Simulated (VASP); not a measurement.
Input of a VASP 6.6.1 run:

Contents of POSCAR:

```
TaN
1.0
    2.9399421781      0.0000000000      0.0000000000
   -1.4699710891      2.5460646119      0.0000000000
    0.0000000000      0.0000000000      2.8901750800
Ta N
1 1
Direct
    0.0000000000      0.0000000000      0.5000000000
    0.6666666667      0.3333333333      0.0000000000
```

Contents of INCAR.step1:

```
SYSTEM = TaN
PREC     = Accurate       ! precision mode
ENCUT    = 580            ! plane-wave cutoff, eV
ISMEAR   = -1             ! smearing method
SIGMA    = 0.05           ! smearing width, eV
LREAL    = .FALSE.        ! projectors in reciprocal space
LASPH    = .TRUE.         ! aspherical terms in the spheres
NELM     = 120            ! most SCF steps
NBANDS   = 16             ! bands
GGA      = PE             ! functional
ALGO     = Normal         ! electronic algorithm
EDIFF    = 1E-5           ! SCF threshold, eV
LWAVE    = .TRUE.         ! write WAVECAR
LCHARG   = .FALSE.        ! write CHGCAR
GGA_COMPAT= .FALSE.
```

File INCAR.step2:

```
SYSTEM = TaN
PREC     = Accurate       ! precision mode
ENCUT    = 580            ! plane-wave cutoff, eV
EDIFF    = 1E-8           ! SCF threshold, eV
ISMEAR   = -1             ! smearing method
SIGMA    = 0.05           ! smearing width, eV
LREAL    = .FALSE.        ! projectors in reciprocal space
LASPH    = .TRUE.         ! aspherical terms in the spheres
NELM     = 120            ! most SCF steps
ALGO     = Normal         ! electronic algorithm
ISIF     = 2              ! what is computed and relaxed
LWAVE    = .FALSE.        ! write WAVECAR
LCHARG   = .FALSE.        ! write CHGCAR
METAGGA  = R2SCAN         ! meta-GGA
LMIXTAU  = .TRUE.       
LEFG     = .TRUE.       
NBANDS   = 16             ! bands
ISTART   = 1            
GGA_COMPAT= .FALSE.
```

The input KPOINTS:

```
regular mesh
0
G
  13 13 11
  0 0 0
```

Potentials or basis: VASP PAW PBE potentials, release 64 (Ta_sv_GW, N).

The run is started by

```console
$ cat potpaw_PBE.64/Ta_sv_GW/POTCAR potpaw_PBE.64/N/POTCAR > POTCAR
$ cp INCAR.step1 INCAR
$ mpirun -np 1 vasp_std > vasp.out
$ cp INCAR.step2 INCAR
$ mpirun -np 1 vasp_std > vasp.out
```

Q: Predict the pressure.

A: -1.8 GPa.

Q: Estimate the band gap on the k mesh.

A: Zero (bands 9 and 10 overlap by 0.21 eV).

Electric field gradients, principal values (V/Å²):
| atom | least | middle | greatest (by size) |
| --- | --- | --- | --- |
| 1 Ta | -11.758 | -11.758 | 23.515 |
| 2 N | -0.324 | -0.326 | 0.650 |

Caveat: without QUAD_EFG the Cq values of the log hold for a quadrupole moment of 1 mb, not for the nuclei; the PAW data sets were made with another functional, which shifts forces and pressure a little; spin-orbit coupling is left out, which moves the levels of the heavy elements.
